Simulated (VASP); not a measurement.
Wanted: the native input for a VASP 6.6.1 run.

```yaml
Task: single point
Functional: r2SCAN
Potentials_or_basis: VASP PAW PBE potentials, release 64 (Hf_pv, O)
Cutoff: 520 eV
k_mesh: 8 × 8 × 8
Occupations: gaussian, width 0.05 eV
Spin: no spin polarisation
Dipole_correction: no
Further_INCAR_settings: ALGO = Normal; EDIFF = 1e-07; NBANDS = 18
```

The system is HfO2.

```
Hf O
1.0
     0.00000    2.55750    2.55750
     2.55750    0.00000    2.55750
     2.55750    2.55750    0.00000
Hf O
1 2
Direct
  0.99696 0.99696 0.99696
  0.26693 0.26693 0.26693
  0.76693 0.76693 0.76693
```

This cell differs from its parent crystal: mode 4 (202.9 1/cm) frozen in, largest displacement +0.150 Å.

One way to write it, as run:

POSCAR

```
HfO2
1.0
    0.0000000000      2.5575000000      2.5575000000
    2.5575000000      0.0000000000      2.5575000000
    2.5575000000      2.5575000000      0.0000000000
Hf O
1 2
Direct
   -0.0030352803     -0.0030352803     -0.0030352803
    0.2669310929      0.2669310929      0.2669310929
    0.7669310929      0.7669310929      0.7669310929
```

INCAR.step1

```
ALGO     = Normal         # electronic algorithm
EDIFF    = 1E-4           # SCF threshold, eV
ENCUT    = 520            # plane-wave cutoff, eV
GGA      = PE             # functional
ISMEAR   = 0              # smearing method
LASPH    = T              # aspherical terms in the spheres
LCHARG   = F              # write CHGCAR
LREAL    = F              # projectors in reciprocal space
LWAVE    = T              # write WAVECAR
NBANDS   = 18             # bands
NELM     = 80             # most SCF steps
PREC     = Accurate       # precision mode
SIGMA    = 0.05           # smearing width, eV
```

INCAR.step2

```
ALGO     = Normal         # electronic algorithm
EDIFF    = 1E-7           # SCF threshold, eV
ENCUT    = 520            # plane-wave cutoff, eV
ISIF     = 2              # what is computed and relaxed
ISMEAR   = 0              # smearing method
ISTART   = 1            
LASPH    = T              # aspherical terms in the spheres
LCHARG   = F              # write CHGCAR
LMIXTAU  = T            
LREAL    = F              # projectors in reciprocal space
LWAVE    = F              # write WAVECAR
METAGGA  = R2SCAN         # meta-GGA
NBANDS   = 18             # bands
NELM     = 80             # most SCF steps
PREC     = Accurate       # precision mode
SIGMA    = 0.05           # smearing width, eV
```

KPOINTS

```
k-points
0
Gamma
  8 8 8
```

Potentials or basis: VASP PAW PBE potentials, release 64 (Hf_pv, O).

Run with:

```sh
$ cat potpaw_PBE.64/Hf_pv/POTCAR potpaw_PBE.64/O/POTCAR > POTCAR
$ cp INCAR.step1 INCAR
$ mpirun -np 1 vasp_std > vasp.out
$ cp INCAR.step2 INCAR
$ mpirun -np 1 vasp_std > vasp.out
```

It gave:

```json
{"Pressure": "-8.7 GPa", "Largest force": "0.921 eV/Å", "Band gap on the k mesh": "4.30 eV, direct"}
```

Caveat: the cell differs from its parent crystal (mode 4 (202.9 1/cm) frozen in, largest displacement +0.150 Å); the PAW data sets were made with another functional, which shifts forces and pressure a little; spin-orbit coupling is left out, which moves the levels of the heavy elements.

Wall time 77 s on 1 thread of Intel(R) Xeon(R) 6975P-C (Granite Rapids), with other jobs on the host, peak memory 0.18 GiB.
